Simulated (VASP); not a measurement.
C:

```
CELL_PARAMETERS angstrom
0.00000 2.12700 3.34800
1.22800 0.00000 3.34800
1.22800 2.12700 0.00000
ATOMIC_POSITIONS crystal
C 0.16667 0.83333 0.16667
C 0.83333 0.16667 0.83333
```

Base run:

* Program: VASP 6.6.1
* Functional: LDA
* Potentials or basis: VASP PAW LDA potentials, release 64 (C)
* Cutoff: 520 eV
* k mesh: 10 × 10 × 10
* Occupations: methfessel-paxton, width 0.132 eV
* Spin: no spin polarisation

Its results: band gap on the k mesh 0.87 eV, indirect (least direct gap 0.93 eV); pressure -3.0 GPa; largest force 0.014 eV/Å.

Task: The run is repeated on the same cell with these changes: k mesh from 10 × 10 × 10 to 6 × 6 × 6; occupations from methfessel-paxton, width 0.132 eV to methfessel-paxton, width 0.15 eV. What comes out?

Result: Band gap on the k mesh 0.23 eV, indirect (least direct gap 0.45 eV); pressure -3.0 GPa; largest force 0.024 eV/Å.

Caveats: some runs use coarse meshes.

A k mesh can miss the band edges.
